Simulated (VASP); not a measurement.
# AlN (Pna2_1) in VASP: further runs

Runs on AlN. Level: PBE. Tasks: single point.

Everything below comes from runs of VASP 6.6.1. Logs are shortened: lines on timing, memory, paths and dates and some standing lists are left out, and cuts for length are marked.

### 1 The cell of the first run

Symmetry: Pna2_1, No. 33, orthorhombic system. Conventional cell: a = 5.739 Å, b = 3.313 Å, c = 4.188 Å, α = 90.00°, β = 90.00°, γ = 90.00°. Al (site symmetry 1) has 4 N at 1.72 to 1.98 Å within 2.3 Å. N (site symmetry 1) has 4 Al at 1.72 to 1.98 Å within 2.3 Å.

### 2 Single point, PBE (atoms displaced along a vibrational mode)

The input, INCAR:

```
  PREC = Accurate
  ENCUT = 520
  EDIFF = 1E-6
  ISMEAR = 0
  SIGMA = 0.05
  LREAL = F
  LASPH = T
  NELM = 60
  ALGO = Normal
  ISIF = 2
  LWAVE = F
  LCHARG = F
  GGA = PE
  NBANDS = 26
```

The input, KPOINTS:

```
regular mesh
0
Gamma
  8 6 4
```

The input, POSCAR:

```
AlN
1.0
   -3.3134793387      0.0000000000      0.0000000000
    0.0000000000      0.0000000000     -4.1875902400
    0.0000000000     -5.7391145645      0.0000000000
Al N
4 4
Direct
    0.5555307522      0.2192556071      0.1666666667
   -0.0555307522      0.2192556071      0.6666666667
    0.0555307522      0.7192556071      0.3333333333
    0.4444692478      0.7192556071      0.8333333333
    0.5535041009      0.8092226044      0.1666666667
   -0.0535041009      0.8092226044      0.6666666667
    0.0535041009      0.3092226044      0.3333333333
    0.4464958991      0.3092226044      0.8333333333
```

Potentials or basis: VASP PAW PBE potentials, release 64 (Al, N).

Started as:

```console
cat potpaw_PBE.64/Al/POTCAR potpaw_PBE.64/N/POTCAR > POTCAR
mpirun -np 1 vasp_std > vasp.out
```

OUTCAR:

```text
PREC = Accurate
   ENCUT = 520
   EDIFF = 1E-6
   ISMEAR = 0
   LREAL = F
   LASPH = T
   NELM = 60
   ISIF = 2
   GGA = PE

 ion  position               nearest neighbor table
   1  0.556  0.219  0.167-   5 1.72   7 1.94   7 1.96   8 1.98   5 2.47   3 2.84   3 2.84   3 2.84
                             3 2.84   4 2.86   4 2.86   2 3.15   2 3.15
   2  0.944  0.219  0.667-   6 1.72   8 1.94   8 1.96   7 1.98   6 2.47   4 2.84   4 2.84   4 2.84
                             4 2.84   3 2.86   3 2.86   1 3.15   1 3.15
   3  0.056  0.719  0.333-   7 1.72   5 1.94   5 1.96   6 1.98   7 2.47   1 2.84   1 2.84   1 2.84
                             1 2.84   2 2.86   2 2.86   4 3.15   4 3.15
   4  0.444  0.719  0.833-   8 1.72   6 1.94   6 1.96   5 1.98   8 2.47   2 2.84   2 2.84   2 2.84
                             2 2.84   1 2.86   1 2.86   3 3.15   3 3.15
   5  0.554  0.809  0.167-   1 1.72   3 1.94   3 1.96   4 1.98   1 2.47
   6  0.946  0.809  0.667-   2 1.72   4 1.94   4 1.96   3 1.98   2 2.47
   7  0.054  0.309  0.333-   3 1.72   1 1.94   1 1.96   2 1.98   3 2.47
   8  0.446  0.309  0.833-   4 1.72   2 1.94   2 1.96   1 1.98   4 2.47

  LATTYP: Found a simple orthorhombic cell.
 ALAT       =     3.3134793387
 B/A-ratio  =     1.2638045426
 C/A-ratio  =     1.7320508076

  Lattice vectors:

 A1 = (  -3.3134793387,   0.0000000000,   0.0000000000)
 A2 = (   0.0000000000,   0.0000000000,  -4.1875902400)
 A3 = (   0.0000000000,  -5.7391145645,   0.0000000000)

Analysis of symmetry for initial positions (statically):
=====================================================================
 Subroutine PRICEL returns:
 Original cell was already a primitive cell.

 Routine SETGRP: Setting up the symmetry group for a
 simple orthorhombic supercell.

 Subroutine GETGRP returns: Found  4 space group operations
 (whereof  1 operations were pure point group operations)
 out of a pool of  8 trial point group operations.

The static configuration has the point symmetry C_1 .
 The point group associated with its full space group is C_2v.

Analysis of symmetry for dynamics (positions and initial velocities):
=====================================================================
 Subroutine PRICEL returns:
 Original cell was already a primitive cell.

 Routine SETGRP: Setting up the symmetry group for a
 simple orthorhombic supercell.

 Subroutine GETGRP returns: Found  4 space group operations
 (whereof  1 operations were pure point group operations)
 out of a pool of  8 trial point group operations.

The dynamic configuration has the point symmetry C_1 .
 The point group associated with its full space group is C_2v.

 Subroutine INISYM returns: Found  4 space group operations
 (whereof  1 operations are pure point group operations),
 and found     1 'primitive' translations

----------------------------------------------------------------------------------------

                                     Primitive cell

  volume of cell :      79.6330

  direct lattice vectors                    reciprocal lattice vectors
    -3.313479339  0.000000000  0.000000000    -0.301797566  0.000000000  0.000000000
     0.000000000  0.000000000 -4.187590240     0.000000000  0.000000000 -0.238800824
     0.000000000 -5.739114565  0.000000000     0.000000000 -0.174242906  0.000000000

  length of vectors
     3.313479339  4.187590240  5.739114565     0.301797566  0.238800824  0.174242906

  position of ions in fractional coordinates (direct lattice)
     0.555530752  0.219255607  0.166666667
     0.944469248  0.219255607  0.666666667
     0.055530752  0.719255607  0.333333333
     0.444469248  0.719255607  0.833333333
     0.553504101  0.809222604  0.166666667
     0.946495899  0.809222604  0.666666667
     0.053504101  0.309222604  0.333333333
     0.446495899  0.309222604  0.833333333

  ion indices of the primitive-cell ions
   primitive index   ion index
                 1           1
                 2           2
                 3           3
                 4           4
                 5           5
                 6           6
                 7           7
                 8           8

----------------------------------------------------------------------------------------

 KPOINTS: regular mesh

Automatic generation of k-mesh.
 Grid dimensions read from file:
 generate k-points for:    8    6    4

 Generating k-lattice:

  Cartesian coordinates                     Fractional coordinates (reciprocal lattice)
    -0.037724696  0.000000000  0.000000000     0.125000000  0.000000000  0.000000000
     0.000000000  0.000000000 -0.039800137     0.000000000  0.166666667  0.000000000
     0.000000000 -0.043560727  0.000000000     0.000000000  0.000000000  0.250000000

  Length of vectors
     0.037724696  0.039800137  0.043560727

  Shift w.r.t. Gamma in fractional coordinates (k-lattice)
     0.000000000  0.000000000  0.000000000

 Subroutine IBZKPT returns following result:
 ===========================================

 Found     60 irreducible k-points:

 Following reciprocal coordinates:
            Coordinates               Weight
  0.000000  0.000000  0.000000      1.000000
  0.125000  0.000000  0.000000      2.000000
  0.250000  0.000000  0.000000      2.000000
  0.375000  0.000000  0.000000      2.000000
  0.500000  0.000000  0.000000      1.000000
  0.000000  0.166667  0.000000      2.000000
[... 16 lines left out ...]
  0.250000  0.000000  0.250000      4.000000
  0.375000  0.000000  0.250000      4.000000
 [... further k-points ...]
   k-points           NKPTS =     60   k-points in BZ     NKDIM =     60   number of bands    NBANDS=     26
   number of dos      NEDOS =    301   number of ions     NIONS =      8
   total plane-waves  NPLWV =  43008
   dimension x,y,z NGX =    28 NGY =   32 NGZ =   48
   dimension x,y,z NGXF=    56 NGYF=   64 NGZF=   96
   ions per type =               4   4
   NGX,Y,Z   is equivalent  to a cutoff of  14.05, 12.70, 13.90 a.u.
   NGXF,Y,Z  is equivalent  to a cutoff of  28.10, 25.41, 27.81 a.u.
 SYSTEM =  unknown system
   PREC   = accura    normal or accurate (medium, high low for compatibility)
   ISTART =      0    job   : 0-new  1-cont  2-samecut
   ICHARG =      2    charge: 1-file 2-atom 10-const
   ISPIN  =      1    spin polarized calculation?
   LNONCOLLINEAR =      F non collinear calculations
   LSORBIT =      F    spin-orbit coupling
   LASPH  =      T    aspherical Exc in radial PAW
   ENCUT  =  520.0 eV  38.22 Ry    6.18 a.u.   6.16  7.79 10.67*2*pi/ulx,y,z
   NELM   =     60;   NELMIN=  2; NELMDL= -5     # of ELM steps
   EDIFF  = 0.1E-05   stopping-criterion for ELM
   LREAL  =      F    real-space projection
   EDIFFG = 0.1E-04   stopping-criterion for IOM
   NSW    =      0    number of steps for IOM
   IBRION =     -1    ionic relax: 0-MD 1-quasi-New 2-CG
   NFREE  =      0    steps in history (QN), initial steepest desc. (CG)
   ISIF   =      2    stress and relaxation
   ISYM   =      2    0-nonsym 1-usesym 2-fastsym
   POTIM  = 0.5000    time-step for ionic-motion
   TEBEG  =    0.0;   TEEND  =   0.0 temperature during run
   PSTRESS=    0.0 pullay stress
   NELECT =      32.0000    total number of electrons
   NUPDOWN=      -1.0000    fix difference up-down
   EMIN   =  10.00;   EMAX   =-10.00  energy-range for DOS
   EFERMI =   0.00;   METHOD = LEGACY
   ISMEAR =     0;   SIGMA  =   0.05  broadening in eV -4-tet -1-fermi 0-gaus
   EFERMI_NEDOS =   21; number of points for ismear=-14 and -15
   IALGO  =     38    algorithm
   IMIX   =      4    mixing-type and parameters
     AMIX     =   0.40;   BMIX     =  1.00
     AMIX_MAG =   1.60;   BMIX_MAG =  1.00
  volume/ion in A,a.u.               =       9.95        67.17
  Fermi-wavevector in a.u.,A,eV,Ry     =   1.208074  2.282930 19.856940  1.459444
  Thomas-Fermi vector in A             =   2.343693
   LORBIT       =      0    0 simple, 1 ext, 2 COOP (PROOUT), +10 PAW based schemes
   GGA     = PE    functional components
   LHFCALC =     F    Hartree Fock is set to
   AEXX    =    0.0000 exact exchange contribution
   IVDW    =     0    specifies the selected vdW correction
   LEPSILON=     F    determine dielectric tensor
   LRPA    =     F    only Hartree local field effects (RPA)
 non-spin polarized calculation
 Gauss-broadening in eV      SIGMA  =   0.05
  energy-cutoff  :      520.00
  volume of cell :       79.63
 maximum number of plane-waves:      2174
 NGX is ok and might be reduce to    28
   NGX = 13   NGY = 15   NGZ = 21

 number of electron      31.9999996 magnetization

 Free energy of the ion-electron system (eV)
  ---------------------------------------------------
  ext. energy  EPLUGINS =         0.00000000
  ---------------------------------------------------
  free energy    TOTEN  =       -56.84141494 eV

  energy without entropy =      -56.84141494  energy(sigma->0) =      -56.84141494

 E-fermi :   7.5249     XC(G=0): -11.1324

 val. band max:        7.2290114828   @ k =   0.0000   0.0000   0.0000
 cond. band min:      10.8997821483   @ k =   0.0000   0.0000   0.0000
 fundamental gap:      3.6707706655
 Fermi energy:         7.5249047445

 k-point     1 :       0.0000    0.0000    0.0000
  band No.  band energies     occupation
      1      -8.8802      2.00000
      2      -7.0892      2.00000
      3      -5.9344      2.00000
      4      -5.4539      2.00000
      5       1.2378      2.00000
      6       1.3591      2.00000
[... 18 lines left out ...]
     25      17.4859      0.00000
     26      19.0142      0.00000

 k-point     2 :       0.1250    0.0000    0.0000
  band No.  band energies     occupation
      1      -8.7486      2.00000
      2      -6.9862      2.00000
      3      -5.9778      2.00000
      4      -5.4456      2.00000
      5       1.3566      2.00000
      6       1.3991      2.00000
[... 18 lines left out ...]
     25      18.0365      0.00000
     26      18.2840      0.00000

 k-point     3 :       0.2500    0.0000    0.0000
  band No.  band energies     occupation
      1      -8.3699      2.00000
      2      -6.6972      2.00000
      3      -6.1540      2.00000
      4      -5.4579      2.00000
      5       1.3202      2.00000
      6       1.7900      2.00000
[... 18 lines left out ...]
     25      17.1844      0.00000
     26      18.2541      0.00000

 k-point     4 :       0.3750    0.0000    0.0000
  band No.  band energies     occupation
      1      -7.7985      2.00000
      2      -6.5452      2.00000
      3      -6.2888      2.00000
      4      -5.5806      2.00000
      5       1.2907      2.00000
      6       2.3085      2.00000
[... 18 lines left out ...]
     25      18.2272      0.00000
     26      18.3086      0.00000

 k-point     5 :       0.5000    0.0000    0.0000
  band No.  band energies     occupation
      1      -7.1388      2.00000
      2      -7.1388      2.00000
      3      -5.8745      2.00000
      4      -5.8745      2.00000
      5       1.6574      2.00000
      6       1.6574      2.00000
[... 18 lines left out ...]
     25      18.4141      0.00000
     26      18.4141      0.00000

 k-point     6 :       0.0000    0.1667    0.0000
  band No.  band energies     occupation
      1      -8.7158      2.00000
      2      -6.9876      2.00000
      3      -5.9671      2.00000
      4      -5.8058      2.00000
      5       0.9757      2.00000
      6       1.6532      2.00000
[... 427 lines left out ...]
 k-point    21 :       0.0000    0.0000    0.2500
  band No.  band energies     occupation
      1      -8.7063      2.00000
      2      -7.5350      2.00000
      3      -5.6798      2.00000
      4      -5.4406      2.00000
      5       1.4234      2.00000
      6       1.7154      2.00000
[... 18 lines left out ...]
     25      17.6281      0.00000
     26      17.8992      0.00000

 k-point    22 :       0.1250    0.0000    0.2500
  band No.  band energies     occupation
      1      -8.5782      2.00000
      2      -7.4311      2.00000
      3      -5.7160      2.00000
      4      -5.4407      2.00000
      5       1.5586      2.00000
      6       1.7695      2.00000
[... 18 lines left out ...]
     25      17.2471      0.00000
     26      18.2011      0.00000

 k-point    23 :       0.2500    0.0000    0.2500
  band No.  band energies     occupation
      1      -8.2117      2.00000
      2      -7.1519      2.00000
      3      -5.8544      2.00000
      4      -5.4801      2.00000
      5       1.6681      2.00000
      6       1.9528      2.00000
[... 18 lines left out ...]
     25      17.6642      0.00000
     26      18.0796      0.00000

 k-point    24 :       0.3750    0.0000    0.2500
  band No.  band energies     occupation
      1      -7.6695      2.00000
      2      -6.8673      2.00000
      3      -6.0661      2.00000
      4      -5.6430      2.00000
      5       1.4119      2.00000
      6       1.8840      2.00000
[... 18 lines left out ...]
     25      17.7177      0.00000
     26      18.2003      0.00000

 [... further k-points ...]

------------------------ aborting loop because EDIFF is reached ----------------------------------------

  FORCE on cell =-STRESS in cart. coord.  units (eV):
  Direction    XX          YY          ZZ          XY          YZ          ZX
  --------------------------------------------------------------------------------------
  -------------------------------------------------------------------------------------
  Total       -4.9057047     -3.6134779     28.7018114      0.0000000      0.0000000      0.0000000
  in kB      -98.7003390    -72.7013784    577.4661726      0.0000000      0.0000000      0.0000000
  external PRESSURE =     135.3548184 kB  Pullay stress =       0.0000000 kB

 VOLUME and BASIS-vectors are now :
 -----------------------------------------------------------------------------
  energy-cutoff  :      520.00
  volume of cell :       79.63
      direct lattice vectors                 reciprocal lattice vectors
    -3.313479339  0.000000000  0.000000000    -0.301797566  0.000000000  0.000000000
     0.000000000  0.000000000 -4.187590240     0.000000000  0.000000000 -0.238800824
     0.000000000 -5.739114565  0.000000000     0.000000000 -0.174242906  0.000000000

 POSITION                                       TOTAL-FORCE (eV/Angst)
 -----------------------------------------------------------------------------------
     -1.84074     -0.95652     -0.91815         0.577837      0.176620     -3.463019
     -3.12948     -3.82608     -0.91815        -0.577837      0.176620     -3.463019
     -0.18400     -1.91304     -3.01195         0.577837     -0.176620     -3.463019
     -1.47274     -4.78260     -3.01195        -0.577837     -0.176620     -3.463019
     -1.83402     -0.95652     -3.38869         0.384896      0.241381      3.463019
     -3.13619     -3.82608     -3.38869        -0.384896      0.241381      3.463019
     -0.17728     -1.91304     -1.29490         0.384896     -0.241381      3.463019
     -1.47945     -4.78260     -1.29490        -0.384896     -0.241381      3.463019
 -----------------------------------------------------------------------------------
    total drift:                               -0.000000     -0.000002      0.000395

  FREE ENERGIE OF THE ION-ELECTRON SYSTEM (eV)
  ---------------------------------------------------
  free  energy   TOTEN  =       -56.8414149405 eV

  energy  without entropy=      -56.8414149405  energy(sigma->0) =      -56.84141494
```

It took 2.3 min on 1 thread of Intel Xeon 8259CL, shared host; peak memory 0.25 GiB.

Results:

* Free energy: -56.8414 eV
* Pressure: 13.5 GPa
* Largest force: 3.515 eV/Å
* Band gap on the k mesh: 3.67 eV

Forces on the atoms (eV/Å):
```
Al   0.578  0.177 -3.463
Al  -0.578  0.177 -3.463
Al   0.578 -0.177 -3.463
Al  -0.578 -0.177 -3.463
N    0.385  0.241  3.463
N   -0.385  0.241  3.463
N    0.385 -0.241  3.463
N   -0.385 -0.241  3.463
```

Caveat: the cell differs from its parent crystal (atoms displaced along a vibrational mode); the cell stands under pressure; forces of over 1 eV/Å act on the atoms, so gaps and moduli don't describe the material at rest. A k mesh can miss the band edges.

### 3 Single point, PBE (atoms displaced along a vibrational mode)

The input, INCAR:

```
PREC = Accurate ; ENCUT = 520
EDIFF = 1E-7 ; ISMEAR = 0
SIGMA = 0.05 ; LREAL = F
LASPH = T ; NELM = 100
ALGO = Normal ; ISIF = 2
LWAVE = F ; LCHARG = T
GGA = PE ; LELF = T
LVHAR = T ; NBANDS = 26
```

KPOINTS is that of step 2.

The input, POSCAR:

```
AlN
1.0
   -3.3134793387      0.0000000000      0.0000000000
    0.0000000000      0.0000000000     -4.1875902400
    0.0000000000     -5.7391145645      0.0000000000
Al N
4 4
Direct
    0.5222123009      0.2269417053      0.1666666667
   -0.0222123009      0.2269417053      0.6666666667
    0.0222123009      0.7269417053      0.3333333333
    0.4777876991      0.7269417053      0.8333333333
    0.5214016404      0.7944169533      0.1666666667
   -0.0214016404      0.7944169533      0.6666666667
    0.0214016404      0.2944169533      0.3333333333
    0.4785983596      0.2944169533      0.8333333333
```

Potentials or basis: VASP PAW PBE potentials, release 64 (Al, N).

Started as:

```console
cat potpaw_PBE.64/Al/POTCAR potpaw_PBE.64/N/POTCAR > POTCAR
mpirun -np 1 vasp_std > vasp.out
```

Wall time 2.7 min (1 thread of Intel Xeon 8259CL, shared host); peak memory 0.25 GiB.

It converged, with:

```
Free energy            : -58.0406 eV
Pressure               : 7.2 GPa
Largest force          : 1.585 eV/Å
Band gap on the k mesh : 3.57 eV
```

Forces in eV/Å, atoms in the order of the input:
```
Al   0.229  0.038 -1.568
Al  -0.229  0.038 -1.568
Al   0.229 -0.038 -1.568
Al  -0.229 -0.038 -1.568
N    0.135  0.048  1.568
N   -0.135  0.048  1.568
N    0.135 -0.048  1.568
N   -0.135 -0.048  1.568
```

Stress tensor (GPa, compression positive):
```
-5.00  0.00  0.00
 0.00 -4.72  0.00
 0.00  0.00 31.33
```

Levels at points of the mesh, in eV from the valence-band top:
```csv
k point,band 13,band 14,band 15,band 16,band 17,band 18,band 19,band 20
"(0.00, 0.00, 0.00)",-1.19,-1.17,-1.06,0.00,3.57,4.21,4.60,7.07
"(0.50, 0.00, 0.00)",-2.25,-2.25,-1.78,-1.78,6.06,6.06,6.26,6.26
"(0.00, 0.50, 0.00)",-2.00,-2.00,-1.43,-1.43,5.27,5.27,5.71,5.71
"(0.50, 0.50, 0.00)",-0.81,-0.81,-0.71,-0.71,6.27,6.27,6.74,6.74
"(0.00, 0.00, 0.50)",-1.05,-1.05,-0.87,-0.87,5.05,5.05,6.30,6.30
"(0.50, 0.00, 0.50)",-2.48,-2.48,-1.07,-1.07,4.18,4.18,7.09,7.09
"(0.00, 0.50, 0.50)",-1.55,-1.55,-1.55,-1.55,5.66,5.66,5.66,5.66
"(0.50, 0.50, 0.50)",-1.45,-1.45,-1.41,-1.41,5.29,5.29,5.32,5.32
```

Caveat: the cell differs from its parent crystal (atoms displaced along a vibrational mode); the cell stands under pressure; forces of over 1 eV/Å act on the atoms, so gaps and moduli don't describe the material at rest.
